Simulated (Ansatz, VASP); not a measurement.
One calculation of P, two programs

```xyz
5
Lattice="-2.5387 2.5387 4.2798 2.5387 -2.5387 4.2798 2.5387 2.5387 -4.2798" Properties=species:S:1:pos:R:3 pbc="T T T"
P     0.0000    0.0000    0.0000
P     0.0000    1.0459    6.7430
P     1.0459    0.0000    1.8165
P     1.4928    2.5387   -2.4632
P     2.5387    1.4928    2.4632
```

Alike in both runs: task single point; functional PBE; k mesh 6 × 6 × 6; occupations gaussian, width 0.1 eV; no spin polarisation.

|  | VASP | Ansatz |
| --- | --- | --- |
| version | VASP 6.6.1 | Ansatz 0.2.0 |
| potentials or method | VASP PAW PBE potentials, release 64 (P), cutoff 520 eV | scalar-relativistic, plane waves, PAW |
| valence electrons in the cell | 25 | 25 |

VASP gave:

| Item | Value |
| --- | --- |
| gap on the k mesh at the Fermi level (eV) | none |
| pressure (GPa) | 16.7 |
| traceless stress, the component that is largest in VASP (GPa) | -1.02 |
| rms of the force components (eV/Å) | 0.999 |

Problem. Estimate Ansatz's values.

Solution. gap on the k mesh at the Fermi level (eV): none; pressure (GPa): 17.1; traceless stress, the component that is largest in VASP (GPa): -0.92; rms of the force components (eV/Å): 1.027.

Atom by atom the forces differ by 0.028 eV/Å (rms over components). A gap of «none» marks a metal or a gap that the smearing closes.
